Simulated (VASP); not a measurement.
A run of VASP 6.6.1 is set up as follows.

File INCAR:

```
SYSTEM = Ir
ALGO     = Normal         ! electronic algorithm
EDIFF    = 1E-6           ! SCF threshold, eV
ENCUT    = 500            ! plane-wave cutoff, eV
GGA_COMPAT= .FALSE.      
ISIF     = 2              ! what is computed and relaxed
ISMEAR   = -1             ! smearing method
LASPH    = .TRUE.         ! aspherical terms in the spheres
LCHARG   = .TRUE.         ! write CHGCAR
LELF     = .TRUE.         ! ELF
LREAL    = .FALSE.        ! projectors in reciprocal space
LVHAR    = .TRUE.       
LWAVE    = .FALSE.        ! write WAVECAR
NBANDS   = 24             ! bands
NELM     = 120            ! most SCF steps
PREC     = Accurate       ! precision mode
SIGMA    = 0.1            ! smearing width, eV
```

The input KPOINTS:

```
k-points
0
G
  17 17 10
  0 0 0
```

POSCAR

```
Ir
1.0
   -2.5133536627      2.1574066975      1.3286197501
    2.1574066975     -2.5133536627      1.3286197501
    2.8831642338      2.8831642338     -1.9805372687
Ir
2
Direct
    0.9780084481      0.0219915519      0.0000000000
    0.7719915519      0.2280084481      0.5000000000
```

Potentials or basis: VASP PAW LDA potentials, release 64 (Ir_sv_GW).

The run is started by

```console
$ cat potpaw_LDA.64/Ir_sv_GW/POTCAR > POTCAR
$ mpirun -np 1 vasp_std > vasp.out
```

(1) Predict the pressure.

(2) Estimate the band gap on the k mesh.

Results:

(1) -23.5 GPa.

(2) zero (bands 17 and 18 overlap by 2.64 eV).

Caveat: the cell stands under tension; spin-orbit coupling is left out, which moves the levels of the heavy elements.
